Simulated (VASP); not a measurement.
Write the native input for VASP 6.6.1 that does the following.

```yaml
Task: electric field gradients
Functional: PBE
Potentials_or_basis: VASP PAW PBE potentials, release 64 (B, P)
Cutoff: 520 eV
k_mesh: 13 × 13 × 11
Occupations: fermi-dirac, width 0.08 eV
Spin: no spin polarisation
Dipole_correction: no
Further_INCAR_settings: ALGO = Normal; EDIFF = 1e-08; NBANDS = 11
```

The structure of BP (WC type) lies in POSCAR:

```
BP
1.0
    3.0295041473      0.0000000000      0.0000000000
   -1.5147520736      2.6236275524      0.0000000000
    0.0000000000      0.0000000000      2.6794253914
B P
1 1
Direct
    0.0000000000      0.0000000000      0.0000000000
    0.3333333333      0.6666666667      0.5000000000
```

This cell differs from its parent crystal: volume scaled by 1.02.

The input as run:

INCAR

```
SYSTEM = BP
PREC = Accurate
ENCUT = 520
EDIFF = 1E-8
ISMEAR = -1
SIGMA = 0.08
LREAL = .FALSE.
LASPH = .TRUE.
NELM = 100
ALGO = Normal
ISIF = 2
LWAVE = .FALSE.
LCHARG = .FALSE.
GGA = PE
LEFG = .TRUE.
NBANDS = 11
```

KPOINTS

```
Automatic mesh
0
G
  13 13 11
  0 0 0
```

Potentials or basis: VASP PAW PBE potentials, release 64 (B, P).

Launch:

```console
$ cat potpaw_PBE.64/B/POTCAR potpaw_PBE.64/P/POTCAR > POTCAR
$ mpirun -np 1 vasp_std > vasp.out
```

Results of the run:

The pressure is -3.0 GPa and the band gap on the k mesh is zero (band 4 reaches 12.49 eV, above the bottom of band 5 at 5.50 eV).

Caveat: without QUAD_EFG the Cq values of the log hold for a quadrupole moment of 1 mb, not for the nuclei.

Run time: 50 s on 1 thread of AMD EPYC 7R13 (shared host), peak memory 0.12 GiB.
